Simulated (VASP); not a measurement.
InAs, 2 atoms in the cell. Symmetry: Fm-3m, No. 225, cubic system. Conventional cell: a = 5.683 Å, b = 5.683 Å, c = 5.683 Å, α = 90.00°, β = 90.00°, γ = 90.00°. In (site symmetry m-3m) has 6 As at 2.84 Å within 3.7 Å. Within 3.7 Å of As (site symmetry m-3m) lie 6 In at 2.84 Å. 

| Item | Value |
| --- | --- |
| Program | VASP 6.6.1 |
| Task | single point |
| Functional | PBE |
| Potentials or basis | VASP PAW PBE potentials, release 64 (In_d, As) |
| Cutoff | 500 eV |
| k mesh | 6 × 6 × 6 |
| Occupations | gaussian, width 0.001 eV |
| Spin | no spin polarisation |
| Dipole correction | no |
| Further INCAR settings | ALGO = Normal; EDIFF = 1e-06; NBANDS = 16 |

Potentials or basis: VASP PAW PBE potentials, release 64 (In_d, As).

Command:

```console
$ cat potpaw_PBE.64/In_d/POTCAR potpaw_PBE.64/As/POTCAR > POTCAR
$ mpirun -np 1 vasp_std > vasp.out
```

Hardware: 1 thread of Intel Xeon 8259CL, with other jobs on the host.

Problem. Estimate the wall time of this run.

Solution. It took 21 s on 1 thread of Intel Xeon 8259CL, on a shared host, peak memory 0.17 GiB. Counts: scf iterations 11, k points 16.
